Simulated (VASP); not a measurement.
Runs of VASP 6.6.1 on Li2ICl. The structure is that of space group P4/mmm (No. 123), or close to it. The cells are those of the table. 

| level | cell | smearing | gap on the mesh (eV) |
| --- | --- | --- | --- |
| r2SCAN | a = 4.020, b = 4.020, c = 5.575 Å, angles 90.0, 90.0, 90.7°, 4 atoms | gaussian 0.01 eV | 5.25 |
| PBE | a = 4.111, b = 4.111, c = 5.494 Å, 4 atoms | fermi-dirac 0.02 eV | (a) |
| PBE | a = 4.020, b = 4.020, c = 5.575 Å, angles 90.0, 90.0, 90.7°, 4 atoms | fermi-dirac 0.02 eV | 4.63 |
| r2SCAN | a = 4.111, b = 4.111, c = 5.494 Å, 4 atoms | gaussian 0.01 eV | 5.36 |

Alike in all rows: task single point; potentials or basis VASP PAW PBE potentials, release 64 (Cl, Li_sv, I); no spin polarisation; k mesh 6 × 6 × 6; cutoff (eV) 520.

Question: Fill in the values left out.

Answer: (a) 4.67.

Caveats: spin-orbit coupling is left out, which moves the levels of the heavy elements.

A k mesh can miss the band edges, and the runs leave out spin-orbit coupling on I.
